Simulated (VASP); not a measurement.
# KZrF4 (Cmmm) in VASP: single point with PBE

Aim: the single point of KZrF4 with PBE.

Everything below comes from runs of VASP 6.6.1. Logs are shortened: lines on timing, memory, paths and dates and some standing lists are left out, and cuts for length are marked.

### 1 The cell of the first run

It takes space group Cmmm (No. 65, orthorhombic). The conventional cell has a = 7.919 Å, b = 7.995 Å, c = 3.675 Å, α = 90.00°, β = 90.00°, γ = 90.00°. K (site symmetry mmm) has 6 F at 2.67 to 2.78 Å within 3.5 Å. Within 2.7 Å of Zr (site symmetry mmm) lie 6 F at 2.02 to 2.20 Å. F (site symmetry 2mm) has 1 Zr at 2.02 Å and 2 K at 2.67 Å within 2.7 Å. F (site symmetry m2m) has 2 Zr at 2.20 Å and 5 F at 2.44 to 2.99 Å and 1 K at 2.78 Å within 3.0 Å.

### 2 Single point, PBE, collinear spin

Input file INCAR:

```
SYSTEM = KZrF4
PREC = Accurate
ENCUT = 520
EDIFF = 1E-6
ISMEAR = 0
SIGMA = 0.1
LREAL = .False.
LASPH = .True.
NELM = 150
ALGO = Normal
ISIF = 2
LWAVE = .False.
LCHARG = .False.
ISPIN = 2
MAGMOM = 0 1 0 0 0 0
LORBIT = 11
LMAXMIX = 4
GGA = PE
NBANDS = 38
```

Input file KPOINTS:

```
regular mesh
0
Gamma
  4 4 6
  0 0 0
```

Input file POSCAR:

```
KZrF4
1.0
    3.9595975513     -3.9975538196      0.0000000000
    3.9595975513      3.9975538196      0.0000000000
    0.0000000000      0.0000000000      3.6748755152
K Zr F
1 1 4
Direct
    0.5000000000      0.5000000000      0.5000000000
    0.0000000000      0.0000000000      0.0000000000
    0.7452161711      0.7452161711      0.0000000000
    0.2547838289      0.2547838289      0.0000000000
    0.1523095863      0.8476904137      0.5000000000
    0.8476904137      0.1523095863      0.5000000000
```

Potentials or basis: VASP PAW PBE potentials, release 64 (K_sv, Zr_sv, F).

Run with:

```
> cat potpaw_PBE.64/K_sv/POTCAR potpaw_PBE.64/Zr_sv/POTCAR potpaw_PBE.64/F/POTCAR > POTCAR
> mpirun -np 1 vasp_std > vasp.out
```

OUTCAR:

```text
SYSTEM = KZrF4
   PREC = Accurate
   ENCUT = 520
   EDIFF = 1E-6
   ISMEAR = 0
   LREAL = .False.
   LASPH = .True.
   NELM = 150
   ISIF = 2
   ISPIN = 2
   LORBIT = 11
   GGA = PE

 ion  position               nearest neighbor table
   1  0.500  0.500  0.500-   3 2.67   4 2.67   3 2.67   4 2.67   5 2.78   6 2.78
   2  0.000  0.000  0.000-   3 2.02   4 2.02   5 2.20   6 2.20   5 2.20   6 2.20
   3  0.745  0.745  0.000-   2 2.02   1 2.67   1 2.67
   4  0.255  0.255  0.000-   2 2.02   1 2.67   1 2.67
   5  0.152  0.848  0.500-   2 2.20   2 2.20   1 2.78
   6  0.848  0.152  0.500-   2 2.20   2 2.20   1 2.78

  LATTYP: Found a base centered orthorhombic cell.
 ALAT       =     7.9191951026
 B/A-ratio  =     1.0095858904
 C/A-ratio  =     0.4640465941

  Lattice vectors:

 A1 = (   3.9595975513,  -3.9975538196,   0.0000000000)
 A2 = (   3.9595975513,   3.9975538196,   0.0000000000)
 A3 = (   0.0000000000,   0.0000000000,   3.6748755152)

Analysis of symmetry for initial positions (statically):
=====================================================================
 Subroutine PRICEL returns:
 Original cell was already a primitive cell.

 Routine SETGRP: Setting up the symmetry group for a
 base centered orthorhombic supercell.

 Subroutine GETGRP returns: Found  8 space group operations
 (whereof  8 operations were pure point group operations)
 out of a pool of  8 trial point group operations.

The static configuration has the point symmetry D_2h.

Analysis of symmetry for dynamics (positions and initial velocities):
=====================================================================
 Subroutine PRICEL returns:
 Original cell was already a primitive cell.

 Routine SETGRP: Setting up the symmetry group for a
 base centered orthorhombic supercell.

 Subroutine GETGRP returns: Found  8 space group operations
 (whereof  8 operations were pure point group operations)
 out of a pool of  8 trial point group operations.

The dynamic configuration has the point symmetry D_2h.

Analysis of structural, dynamic, and magnetic symmetry:
=====================================================================
 Subroutine PRICEL returns:
 Original cell was already a primitive cell.

 Routine SETGRP: Setting up the symmetry group for a
 base centered orthorhombic supercell.

 Subroutine GETGRP returns: Found  8 space group operations
 (whereof  8 operations were pure point group operations)
 out of a pool of  8 trial point group operations.

The overall configuration has the point symmetry D_2h.

 Subroutine INISYM returns: Found  8 space group operations
 (whereof  8 operations are pure point group operations),
 and found     1 'primitive' translations

----------------------------------------------------------------------------------------

                                     Primitive cell

  volume of cell :     116.3370

  direct lattice vectors                    reciprocal lattice vectors
     3.959597551 -3.997553820  0.000000000     0.126275459 -0.125076490  0.000000000
     3.959597551  3.997553820  0.000000000     0.126275459  0.125076490  0.000000000
     0.000000000  0.000000000  3.674875515     0.000000000  0.000000000  0.272118061

  length of vectors
     5.626619705  5.626619705  3.674875515     0.177734690  0.177734690  0.272118061

  position of ions in fractional coordinates (direct lattice)
     0.500000000  0.500000000  0.500000000
     0.000000000  0.000000000  0.000000000
     0.745216171  0.745216171  0.000000000
     0.254783829  0.254783829  0.000000000
     0.152309586  0.847690414  0.500000000
     0.847690414  0.152309586  0.500000000

  ion indices of the primitive-cell ions
   primitive index   ion index
                 1           1
                 2           2
                 3           3
                 4           4
                 5           5
                 6           6

----------------------------------------------------------------------------------------
[... 31 lines left out ...]
  0.500000  0.250000  0.000000      4.000000
 -0.250000  0.250000  0.000000      2.000000
[... 16 lines left out ...]
  0.250000  0.000000  0.500000      4.000000
  0.500000  0.000000  0.500000      2.000000
 [... further k-points ...]
   k-points           NKPTS =     28   k-points in BZ     NKDIM =     28   number of bands    NBANDS=     38
   number of dos      NEDOS =    301   number of ions     NIONS =      6
   total plane-waves  NPLWV =  49392
   dimension x,y,z NGX =    42 NGY =   42 NGZ =   28
   dimension x,y,z NGXF=    84 NGYF=   84 NGZF=   56
   ions per type =               1   1   4
   NGX,Y,Z   is equivalent  to a cutoff of  12.41, 12.41, 12.67 a.u.
   NGXF,Y,Z  is equivalent  to a cutoff of  24.82, 24.82, 25.33 a.u.
 SYSTEM =  KZrF4
   PREC   = accura    normal or accurate (medium, high low for compatibility)
   ISTART =      0    job   : 0-new  1-cont  2-samecut
   ICHARG =      2    charge: 1-file 2-atom 10-const
   ISPIN  =      2    spin polarized calculation?
   LNONCOLLINEAR =      F non collinear calculations
   LSORBIT =      F    spin-orbit coupling
   LASPH  =      T    aspherical Exc in radial PAW
   ENCUT  =  520.0 eV  38.22 Ry    6.18 a.u.  10.46 10.46  6.83*2*pi/ulx,y,z
   NELM   =    150;   NELMIN=  2; NELMDL= -5     # of ELM steps
   EDIFF  = 0.1E-05   stopping-criterion for ELM
   LREAL  =      F    real-space projection
   EDIFFG = 0.1E-04   stopping-criterion for IOM
   NSW    =      0    number of steps for IOM
   IBRION =     -1    ionic relax: 0-MD 1-quasi-New 2-CG
   NFREE  =      0    steps in history (QN), initial steepest desc. (CG)
   ISIF   =      2    stress and relaxation
   ISYM   =      2    0-nonsym 1-usesym 2-fastsym
   POTIM  = 0.5000    time-step for ionic-motion
   TEBEG  =    0.0;   TEEND  =   0.0 temperature during run
   PSTRESS=    0.0 pullay stress
   NELECT =      49.0000    total number of electrons
   NUPDOWN=      -1.0000    fix difference up-down
   EMIN   =  10.00;   EMAX   =-10.00  energy-range for DOS
   EFERMI =   0.00;   METHOD = LEGACY
   ISMEAR =     0;   SIGMA  =   0.10  broadening in eV -4-tet -1-fermi 0-gaus
   EFERMI_NEDOS =   21; number of points for ismear=-14 and -15
   IALGO  =     38    algorithm
   IMIX   =      4    mixing-type and parameters
     AMIX     =   0.40;   BMIX     =  1.00
     AMIX_MAG =   1.60;   BMIX_MAG =  1.00
  volume/ion in A,a.u.               =      19.39       130.85
  Fermi-wavevector in a.u.,A,eV,Ry     =   1.227159  2.318994 20.489277  1.505919
  Thomas-Fermi vector in A             =   2.362133
   LORBIT       =     11    0 simple, 1 ext, 2 COOP (PROOUT), +10 PAW based schemes
   GGA     = PE    functional components
   LHFCALC =     F    Hartree Fock is set to
   AEXX    =    0.0000 exact exchange contribution
   IVDW    =     0    specifies the selected vdW correction
   LEPSILON=     F    determine dielectric tensor
   LRPA    =     F    only Hartree local field effects (RPA)
 spin polarized calculation
 Gauss-broadening in eV      SIGMA  =   0.10
  energy-cutoff  :      520.00
  volume of cell :      116.34
 maximum number of plane-waves:      3171
 NGX is ok and might be reduce to    42
   NGX = 21   NGY = 21   NGZ = 13

 number of electron      48.9999997 magnetization       0.9999045

 Free energy of the ion-electron system (eV)
  ---------------------------------------------------
  ext. energy  EPLUGINS =         0.00000000
  ---------------------------------------------------
  free energy    TOTEN  =       -36.02040317 eV

  energy without entropy =      -36.02040281  energy(sigma->0) =      -36.02040299

 E-fermi :   3.3286     XC(G=0):  -8.0547

 val. band max:        3.0308855427   @ k =   0.5000   0.5000   0.1667
 cond. band min:       3.6018985902   @ k =   0.0000   0.0000   0.0000
 fundamental gap:      0.5710130475
 Fermi energy:         3.3286391334

 spin component 1

 k-point     1 :       0.0000    0.0000    0.0000
  band No.  band energies     occupation
      1     -48.0266      1.00000
      2     -28.2576      1.00000
      3     -26.8362      1.00000
      4     -26.2596      1.00000
      5     -26.0493      1.00000
      6     -22.7697      1.00000
[... 925 lines left out ...]
     35       9.6716      0.00000
     36      10.4712      0.00000

 [... further k-points ...]

 spin component 2

 k-point     1 :       0.0000    0.0000    0.0000
  band No.  band energies     occupation
      1     -47.6174      1.00000
      2     -28.2543      1.00000
      3     -26.6689      1.00000
      4     -25.5898      1.00000
      5     -25.5532      1.00000
      6     -22.7326      1.00000
[... 925 lines left out ...]
     35       9.6433      0.00000
     36      10.4598      0.00000

 [... further k-points ...]

 [bands above 36 left out]

------------------------ aborting loop because EDIFF is reached ----------------------------------------

  FORCE on cell =-STRESS in cart. coord.  units (eV):
  Direction    XX          YY          ZZ          XY          YZ          ZX
  --------------------------------------------------------------------------------------
  -------------------------------------------------------------------------------------
  Total        0.3799141     -0.1212175      0.1584279      0.0000000      0.0000000      0.0000000
  in kB        5.2321242     -1.6693904      2.1818472      0.0000000      0.0000000      0.0000000
  external PRESSURE =       1.9148603 kB  Pullay stress =       0.0000000 kB

 VOLUME and BASIS-vectors are now :
 -----------------------------------------------------------------------------
  energy-cutoff  :      520.00
  volume of cell :      116.34
      direct lattice vectors                 reciprocal lattice vectors
     3.959597551 -3.997553820  0.000000000     0.126275459 -0.125076490  0.000000000
     3.959597551  3.997553820  0.000000000     0.126275459  0.125076490  0.000000000
     0.000000000  0.000000000  3.674875515     0.000000000  0.000000000  0.272118061

 POSITION                                       TOTAL-FORCE (eV/Angst)
 -----------------------------------------------------------------------------------
      3.95960      0.00000      1.83744        -0.000000     -0.000000      0.000000
      0.00000      0.00000      0.00000        -0.000000     -0.000000      0.000000
      5.90151      0.00000      0.00000        -0.188998     -0.000000      0.000000
      2.01768      0.00000      0.00000         0.188998     -0.000000      0.000000
      3.95960      2.77982      1.83744        -0.000000     -0.166814      0.000000
      3.95960     -2.77982      1.83744        -0.000000      0.166814      0.000000
 -----------------------------------------------------------------------------------
    total drift:                                0.000000     -0.000000     -0.000000

  FREE ENERGIE OF THE ION-ELECTRON SYSTEM (eV)
  ---------------------------------------------------
  free  energy   TOTEN  =       -36.0204031667 eV

  energy  without entropy=      -36.0204028094  energy(sigma->0) =      -36.02040299

 total charge

# of ion       s       p       d       tot
------------------------------------------
    1        1.953   5.587   0.020   7.561
    2        2.153   6.011   1.448   9.612
    3        1.739   4.366   0.000   6.104
    4        1.739   4.366   0.000   6.104
    5        1.736   4.368   0.000   6.104
    6        1.736   4.368   0.000   6.104
--------------------------------------------------
tot         11.056  29.066   1.469  41.590

 magnetization (x)

# of ion       s       p       d       tot
------------------------------------------
    1        0.001   0.001   0.001   0.003
    2        0.033   0.003   0.616   0.652
    3        0.000  -0.005   0.000  -0.005
    4        0.000  -0.005   0.000  -0.005
    5        0.002   0.013   0.000   0.015
    6        0.002   0.013   0.000   0.015
--------------------------------------------------
tot          0.038   0.019   0.617   0.674
```

It took 3.7 min on 1 thread of Intel Xeon Platinum 8259CL at 2.50GHz (Skylake/Cascade Lake), shared host; peak memory 0.36 GiB.

Results:

- Free energy: -36.0204 eV
- Pressure: 0.2 GPa
- Largest force: 0.189 eV/Å
- Band gap on the k mesh: 0.57 eV (least direct gap 1.01 eV)
- Net moment: 1.00 μB per cell
- Site moments: K +0.00; Zr +0.65; F -0.01, +0.01 (each value once) μB
- Valence electrons inside the program's atomic spheres: K 7.56; Zr 9.61; F 6.10

Forces in eV/Å, atoms in the order of the input:
```
K    0.000  0.000  0.000
Zr   0.000  0.000  0.000
F   -0.189  0.000  0.000
F    0.189  0.000  0.000
F    0.000 -0.167  0.000
F    0.000  0.167  0.000
```

Stress tensor (GPa, compression positive):
```
 0.52  0.00  0.00
 0.00 -0.17  0.00
 0.00  0.00  0.22
```

Levels at points of the mesh, in eV from the valence-band top:
Spin up:
```csv
k point,band 21,band 22,band 23,band 24,band 25,band 26,band 27,band 28,band 29,band 30
"(0.00, 0.00, 0.00)",-6.37,-6.32,-6.16,-6.06,-0.44,1.26,1.43,1.58,3.86,4.21
"(0.50, 0.00, 0.00)",-6.47,-6.42,-6.28,-6.09,-0.17,1.29,1.39,2.32,2.79,4.22
"(0.50, 0.50, 0.00)",-6.41,-6.32,-6.15,-6.13,-0.12,1.27,1.37,2.80,3.21,3.78
"(0.00, 0.00, 0.50)",-6.57,-6.37,-6.35,-6.11,-0.29,0.98,1.51,2.37,3.96,4.36
"(0.50, 0.00, 0.50)",-6.48,-6.47,-6.38,-6.19,-0.22,0.92,1.48,2.25,4.32,4.50
"(0.50, 0.50, 0.50)",-6.47,-6.42,-6.38,-6.07,-0.12,0.91,1.50,2.22,3.61,4.69
```
Spin down:
| k point | band 21 | band 22 | band 23 | band 24 | band 25 | band 26 | band 27 | band 28 |
| --- | --- | --- | --- | --- | --- | --- | --- | --- |
| (0.00, 0.00, 0.00) | -6.37 | -6.32 | -6.09 | -6.06 | 0.57 | 1.55 | 1.87 | 2.28 |
| (0.50, 0.00, 0.00) | -6.47 | -6.43 | -6.22 | -6.09 | 1.31 | 1.59 | 1.84 | 2.48 |
| (0.50, 0.50, 0.00) | -6.41 | -6.32 | -6.13 | -6.09 | 1.40 | 1.56 | 1.82 | 3.15 |
| (0.00, 0.00, 0.50) | -6.56 | -6.36 | -6.31 | -6.11 | 1.17 | 1.43 | 1.78 | 2.65 |
| (0.50, 0.00, 0.50) | -6.47 | -6.42 | -6.38 | -6.19 | 1.25 | 1.39 | 1.75 | 2.50 |
| (0.50, 0.50, 0.50) | -6.46 | -6.42 | -6.31 | -6.07 | 1.37 | 1.47 | 1.77 | 2.47 |

Caveat: semilocal functionals underestimate gaps, and a narrow one can read as zero. A k mesh can miss the band edges.
